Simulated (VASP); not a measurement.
# SnO2 (C2/m) in VASP: notebook

The runs below take SnO2 through single point, with PBE+D3(BJ).

Program: VASP 6.6.1. These are calculated values, not measurements. Logs are shortened: lines on timing, memory, paths and dates and some standing lists are left out, and cuts for length are marked.

## Step 1: The cell of the first run

The structure is monoclinic, space group C2/m (No. 12). Conventional cell: a = 5.490 Å, b = 3.234 Å, c = 5.138 Å, α = 90.00°, β = 110.87°, γ = 90.00°. Within 2.8 Å of Sn (site symmetry 2/m) lie 6 O at 2.09 to 2.12 Å. Within 2.8 Å of O (site symmetry m) lie 3 Sn at 2.09 to 2.12 Å and 3 O at 2.73 to 2.75 Å.

## Step 2: Single point, PBE+D3(BJ) (strain -0.0200 x Voigt [0, 1, 0, 0, 0, 0])

Contents of INCAR:

```
  PREC = Accurate
  ENCUT = 520
  EDIFF = 1E-6
  ISMEAR = 0
  SIGMA = 0.05
  LREAL = F
  LASPH = T
  NELM = 60
  ALGO = Normal
  ISIF = 2
  LWAVE = F
  LCHARG = F
  GGA = PE
  IVDW = 12
  NBANDS = 20
```

Contents of KPOINTS:

```
Automatic mesh
0
Gamma
  12 12 12
```

Contents of POSCAR:

```
SnO2
1.0
    1.6170930752      0.9149565398      4.8005925840
   -1.6170930752      0.9149565398      4.8005925840
    0.0000000000     -1.8299130797      4.8005925840
Sn O
1 2
Direct
    0.5000000000      0.5000000000      0.5000000000
    0.2371700000      0.2371700000      0.2371700000
    0.7628300000      0.7628300000      0.7628300000
```

Potentials or basis: VASP PAW PBE potentials, release 64 (Sn_d, O).

Launch:

```
$ cat potpaw_PBE.64/Sn_d/POTCAR potpaw_PBE.64/O/POTCAR > POTCAR
$ mpirun -np 1 vasp_std > vasp.out
```

OUTCAR:

```text
PREC = Accurate
   ENCUT = 520
   EDIFF = 1E-6
   ISMEAR = 0
   LREAL = F
   LASPH = T
   NELM = 60
   ISIF = 2
   GGA = PE
   IVDW = 12
 IVDW          = 12

 ion  position               nearest neighbor table
   1  0.500  0.500  0.500-   2 2.09   3 2.09   2 2.12   2 2.12   3 2.12   3 2.12
   2  0.237  0.237  0.237-   1 2.09   1 2.12   1 2.12
   3  0.763  0.763  0.763-   1 2.09   1 2.12   1 2.12

  LATTYP: Found a base centered monoclinic cell.
 ALAT       =     5.4897392390
 B/A-ratio  =     0.5891329277
 C/A-ratio  =     0.9358432666
 COS(beta)  =    -0.3561849994

  Lattice vectors:

 A1 = (   1.6170930752,   2.7448696195,   0.0000000000)
 A2 = (  -1.6170930752,   2.7448696195,   0.0000000000)
 A3 = (   0.0000000000,  -1.8299130797,   4.8005925840)

Analysis of symmetry for initial positions (statically):
=====================================================================
 Subroutine PRICEL returns:
 Original cell was already a primitive cell.

 Routine SETGRP: Setting up the symmetry group for a
 base centered monoclinic supercell.

 Subroutine GETGRP returns: Found  4 space group operations
 (whereof  4 operations were pure point group operations)
 out of a pool of  4 trial point group operations.

The static configuration has the point symmetry C_2h.

Analysis of symmetry for dynamics (positions and initial velocities):
=====================================================================
 Subroutine PRICEL returns:
 Original cell was already a primitive cell.

 Routine SETGRP: Setting up the symmetry group for a
 base centered monoclinic supercell.

 Subroutine GETGRP returns: Found  4 space group operations
 (whereof  4 operations were pure point group operations)
 out of a pool of  4 trial point group operations.

The dynamic configuration has the point symmetry C_2h.

 Subroutine INISYM returns: Found  4 space group operations
 (whereof  4 operations are pure point group operations),
 and found     1 'primitive' translations

----------------------------------------------------------------------------------------

                                     Primitive cell

  volume of cell :      42.6169

  direct lattice vectors                    reciprocal lattice vectors
     1.617093075  0.914956540  4.800592584     0.309196797  0.182158015  0.069435872
    -1.617093075  0.914956540  4.800592584    -0.309196797  0.182158015  0.069435872
     0.000000000 -1.829913080  4.800592584     0.000000000 -0.364316029  0.069435872

  length of vectors
     5.147603777  5.147603777  5.137535502     0.365520919  0.365520919  0.370873980

  position of ions in fractional coordinates (direct lattice)
     0.500000000  0.500000000  0.500000000
     0.237170000  0.237170000  0.237170000
     0.762830000  0.762830000  0.762830000

  ion indices of the primitive-cell ions
   primitive index   ion index
                 1           1
                 2           2
                 3           3

----------------------------------------------------------------------------------------

 KPOINTS: Automatic mesh

Automatic generation of k-mesh.
 Grid dimensions read from file:
 generate k-points for:   12   12   12

 Generating k-lattice:

  Cartesian coordinates                     Fractional coordinates (reciprocal lattice)
     0.025766400  0.015179835  0.005786323     0.083333333  0.000000000  0.000000000
    -0.025766400  0.015179835  0.005786323     0.000000000  0.083333333  0.000000000
     0.000000000 -0.030359669  0.005786323    -0.000000000 -0.000000000  0.083333333

  Length of vectors
     0.030460077  0.030460077  0.030906165

  Shift w.r.t. Gamma in fractional coordinates (k-lattice)
     0.000000000  0.000000000  0.000000000

 Subroutine IBZKPT returns following result:
 ===========================================

 Found    476 irreducible k-points:

 Following reciprocal coordinates:
            Coordinates               Weight
  0.000000  0.000000  0.000000      1.000000
  0.083333 -0.000000 -0.000000      4.000000
  0.166667  0.000000 -0.000000      4.000000
  0.250000 -0.000000 -0.000000      4.000000
  0.333333 -0.000000 -0.000000      4.000000
  0.416667 -0.000000  0.000000      4.000000
[... 16 lines left out ...]
  0.500000  0.166667 -0.000000      4.000000
 -0.416667  0.166667  0.000000      4.000000
 [... further k-points ...]
   k-points           NKPTS =    476   k-points in BZ     NKDIM =    476   number of bands    NBANDS=     20
   number of dos      NEDOS =    301   number of ions     NIONS =      3
   total plane-waves  NPLWV =  64000
   dimension x,y,z NGX =    40 NGY =   40 NGZ =   40
   dimension x,y,z NGXF=    80 NGYF=   80 NGZF=   80
   ions per type =               1   2
   NGX,Y,Z   is equivalent  to a cutoff of  12.92, 12.92, 12.94 a.u.
   NGXF,Y,Z  is equivalent  to a cutoff of  25.84, 25.84, 25.89 a.u.
 SYSTEM =  unknown system
   PREC   = accura    normal or accurate (medium, high low for compatibility)
   ISTART =      0    job   : 0-new  1-cont  2-samecut
   ICHARG =      2    charge: 1-file 2-atom 10-const
   ISPIN  =      1    spin polarized calculation?
   LNONCOLLINEAR =      F non collinear calculations
   LSORBIT =      F    spin-orbit coupling
   LASPH  =      T    aspherical Exc in radial PAW
   ENCUT  =  520.0 eV  38.22 Ry    6.18 a.u.   9.57  9.57  9.55*2*pi/ulx,y,z
   NELM   =     60;   NELMIN=  2; NELMDL= -5     # of ELM steps
   EDIFF  = 0.1E-05   stopping-criterion for ELM
   LREAL  =      F    real-space projection
   EDIFFG = 0.1E-04   stopping-criterion for IOM
   NSW    =      0    number of steps for IOM
   IBRION =     -1    ionic relax: 0-MD 1-quasi-New 2-CG
   NFREE  =      0    steps in history (QN), initial steepest desc. (CG)
   ISIF   =      2    stress and relaxation
   ISYM   =      2    0-nonsym 1-usesym 2-fastsym
   POTIM  = 0.5000    time-step for ionic-motion
   TEBEG  =    0.0;   TEEND  =   0.0 temperature during run
   PSTRESS=    0.0 pullay stress
   NELECT =      26.0000    total number of electrons
   NUPDOWN=      -1.0000    fix difference up-down
   EMIN   =  10.00;   EMAX   =-10.00  energy-range for DOS
   EFERMI =   0.00;   METHOD = LEGACY
   ISMEAR =     0;   SIGMA  =   0.05  broadening in eV -4-tet -1-fermi 0-gaus
   EFERMI_NEDOS =   21; number of points for ismear=-14 and -15
   IALGO  =     38    algorithm
   IMIX   =      4    mixing-type and parameters
     AMIX     =   0.40;   BMIX     =  1.00
     AMIX_MAG =   1.60;   BMIX_MAG =  1.00
  volume/ion in A,a.u.               =      14.21        95.86
  Fermi-wavevector in a.u.,A,eV,Ry     =   1.388477  2.623841 26.230249  1.927869
  Thomas-Fermi vector in A             =   2.512600
   LORBIT       =      0    0 simple, 1 ext, 2 COOP (PROOUT), +10 PAW based schemes
   GGA     = PE    functional components
   LHFCALC =     F    Hartree Fock is set to
   AEXX    =    0.0000 exact exchange contribution
   IVDW    =    12    specifies the selected vdW correction
   LEPSILON=     F    determine dielectric tensor
   LRPA    =     F    only Hartree local field effects (RPA)
 non-spin polarized calculation
 Gauss-broadening in eV      SIGMA  =   0.05
  energy-cutoff  :      520.00
  volume of cell :       42.62
 maximum number of plane-waves:      1166
 NGX is ok and might be reduce to    40
   NGX = 19   NGY = 19   NGZ = 19

 number of electron      26.0000004 magnetization

 Free energy of the ion-electron system (eV)
  ---------------------------------------------------
  ext. energy  EPLUGINS =         0.00000000
  ---------------------------------------------------
  free energy    TOTEN  =       -18.17975000 eV

  energy without entropy =      -18.17975000  energy(sigma->0) =      -18.17975000

 E-fermi :   3.7753     XC(G=0): -10.0807

 val. band max:        3.4858290412   @ k =  -0.1667   0.2500   0.0833
 cond. band min:       5.5819238999   @ k =   0.0000   0.0000   0.0000
 fundamental gap:      2.0960948587
 Fermi energy:         3.7752869931

 k-point     1 :       0.0000    0.0000    0.0000
  band No.  band energies     occupation
      1     -16.5314      2.00000
      2     -16.3081      2.00000
      3     -16.2778      2.00000
      4     -16.0950      2.00000
      5     -16.0873      2.00000
      6     -14.5645      2.00000
[... 12 lines left out ...]
     19      20.6387      0.00000
     20      20.7863      0.00000

 k-point     2 :       0.0833   -0.0000   -0.0000
  band No.  band energies     occupation
      1     -16.5065      2.00000
      2     -16.3546      2.00000
      3     -16.2686      2.00000
      4     -16.1078      2.00000
      5     -16.0926      2.00000
      6     -14.5160      2.00000
[... 12 lines left out ...]
     19      19.1571      0.00000
     20      20.9635      0.00000

 k-point     3 :       0.1667    0.0000   -0.0000
  band No.  band energies     occupation
      1     -16.5653      2.00000
      2     -16.3762      2.00000
      3     -16.2326      2.00000
      4     -16.1361      2.00000
      5     -16.0902      2.00000
      6     -14.3641      2.00000
[... 12 lines left out ...]
     19      17.8561      0.00000
     20      21.1145      0.00000

 k-point     4 :       0.2500   -0.0000   -0.0000
  band No.  band energies     occupation
      1     -16.7682      2.00000
      2     -16.2870      2.00000
      3     -16.1998      2.00000
      4     -16.1520      2.00000
      5     -16.0682      2.00000
      6     -14.1083      2.00000
[... 429 lines left out ...]
 k-point    23 :       0.5000    0.1667   -0.0000
  band No.  band energies     occupation
      1     -16.9928      2.00000
      2     -16.3875      2.00000
      3     -16.2033      2.00000
      4     -16.1065      2.00000
      5     -16.0063      2.00000
      6     -13.1154      2.00000
[... 12 lines left out ...]
     19      17.3337      0.00000
     20      17.6599      0.00000

 k-point    24 :      -0.4167    0.1667    0.0000
  band No.  band energies     occupation
      1     -17.0152      2.00000
      2     -16.3987      2.00000
      3     -16.2088      2.00000
      4     -16.0663      2.00000
      5     -16.0330      2.00000
      6     -12.9464      2.00000
[... 12 lines left out ...]
     19      16.7636      0.00000
     20      17.9731      0.00000

 [... further k-points ...]

------------------------ aborting loop because EDIFF is reached ----------------------------------------

 Edisp (eV)   -0.54090

 E8    (eV) :    -0.2130

  FORCE on cell =-STRESS in cart. coord.  units (eV):
  Direction    XX          YY          ZZ          XY          YZ          ZX
  --------------------------------------------------------------------------------------
  -------------------------------------------------------------------------------------
  Total       0.20645     1.28261    -0.33169     0.00000    -0.04348     0.00000
  in kB       7.76147    48.21970   -12.47004     0.00000    -1.63475     0.00000
  external pressure =       14.50 kB  Pullay stress =        0.00 kB

 VOLUME and BASIS-vectors are now :
 -----------------------------------------------------------------------------
  energy-cutoff  :      520.00
  volume of cell :       42.62
      direct lattice vectors                 reciprocal lattice vectors
     1.617093075  0.914956540  4.800592584     0.309196797  0.182158015  0.069435872
    -1.617093075  0.914956540  4.800592584    -0.309196797  0.182158015  0.069435872
     0.000000000 -1.829913080  4.800592584     0.000000000 -0.364316029  0.069435872

 POSITION                                       TOTAL-FORCE (eV/Angst)
 -----------------------------------------------------------------------------------
      0.00000     -0.00000      7.20089         0.000000      0.000000      0.000000
      0.00000     -0.00000      3.41567         0.000000     -0.031399      0.124822
      0.00000     -0.00000     10.98611         0.000000      0.031399     -0.124822
 -----------------------------------------------------------------------------------
    total drift:                                0.000000      0.000000      0.000000

  FREE ENERGIE OF THE ION-ELECTRON SYSTEM (eV)
  ---------------------------------------------------
  free  energy   TOTEN  =       -18.7206544732 eV

  energy  without entropy=      -18.7206544732  energy(sigma->0) =      -18.72065447
```

Wall time 5 min (1 thread of AMD EPYC 9R45 (Zen 5), shared host); peak memory 0.49 GiB.

Results:

* Free energy: -18.7207 eV
* Pressure: 1.5 GPa
* Largest force: 0.129 eV/Å
* Band gap on the k mesh: 2.10 eV (least direct gap 2.25 eV)
* Dispersion energy per atom: -0.180 eV

Forces on the atoms (eV/Å):
```
Sn   0.000  0.000  0.000
O    0.000 -0.031  0.125
O    0.000  0.031 -0.125
```

Stress tensor (GPa, compression positive):
```
 0.78  0.00  0.00
 0.00  4.82 -0.16
 0.00 -0.16 -1.25
```

Caveat: the cell differs from its parent crystal (strain -0.0200 x Voigt [0, 1, 0, 0, 0, 0]); spin-orbit coupling is left out, which moves the levels of the heavy elements. A k mesh can miss the band edges.

## Step 3: Single point, PBE+D3(BJ) (strain -0.0100 x Voigt [0, 1, 0, 0, 0, 0])

Contents of INCAR:

```
ALGO = Normal ; EDIFF = 1E-6
ENCUT = 520 ; GGA = PE
ISIF = 2 ; ISMEAR = 0
IVDW = 12 ; LASPH = True
LCHARG = False ; LREAL = False
LWAVE = False ; NBANDS = 20
NELM = 60 ; PREC = Accurate
SIGMA = 0.05
```

Contents of KPOINTS:

```
k-points
0
Gamma
  12 12 12
```

Contents of POSCAR:

```
SnO2
1.0
    1.6170930752      0.9242928311      4.8005925840
   -1.6170930752      0.9242928311      4.8005925840
    0.0000000000     -1.8485856621      4.8005925840
Sn O
1 2
Direct
    0.5000000000      0.5000000000      0.5000000000
    0.2371700000      0.2371700000      0.2371700000
    0.7628300000      0.7628300000      0.7628300000
```

Potentials or basis: VASP PAW PBE potentials, release 64 (Sn_d, O).

Launch:

```
$ cat potpaw_PBE.64/Sn_d/POTCAR potpaw_PBE.64/O/POTCAR > POTCAR
$ mpirun -np 1 vasp_std > vasp.out
```

It took 5 min on 1 thread of AMD EPYC 9R45 (Zen 5), shared host; peak memory 0.5 GiB.

It converged, with:

* Free energy: -18.7296 eV
* Pressure: -0.4 GPa
* Largest force: 0.024 eV/Å
* Band gap on the k mesh: 2.00 eV (least direct gap 2.14 eV)
* Dispersion energy per atom: -0.178 eV

Forces in eV/Å, atoms in the order of the input:
```
Sn   0.000  0.000  0.000
O    0.000 -0.011  0.022
O    0.000  0.011 -0.022
```

Stress tensor (GPa, compression positive):
```
-0.55  0.00  0.00
 0.00  1.40 -0.04
 0.00 -0.04 -2.06
```

Levels at points of the mesh, in eV from the valence-band top:
| k point | band 10 | band 11 | band 12 | band 13 | band 14 | band 15 | band 16 | band 17 |
| --- | --- | --- | --- | --- | --- | --- | --- | --- |
| (0.00, 0.00, 0.00) | -1.26 | -0.90 | -0.86 | -0.13 | 2.00 | 5.77 | 11.06 | 11.24 |
| (0.50, 0.00, 0.00) | -2.93 | -1.49 | -0.58 | -0.56 | 5.42 | 7.80 | 10.12 | 12.35 |
| (0.50, 0.50, 0.00) | -3.09 | -1.15 | -0.48 | -0.04 | 5.11 | 6.90 | 10.86 | 11.42 |
| (0.00, 0.00, 0.50) | -3.00 | -1.48 | -0.61 | -0.57 | 5.38 | 7.70 | 10.22 | 12.36 |
| (0.50, 0.00, 0.50) | -3.02 | -1.17 | -0.44 | -0.02 | 5.16 | 6.99 | 10.77 | 11.37 |
| (0.50, 0.50, 0.50) | -1.34 | -1.26 | -0.85 | -0.81 | 3.25 | 5.70 | 11.23 | 11.40 |

Caveat: the cell differs from its parent crystal (strain -0.0100 x Voigt [0, 1, 0, 0, 0, 0]); spin-orbit coupling is left out, which moves the levels of the heavy elements.
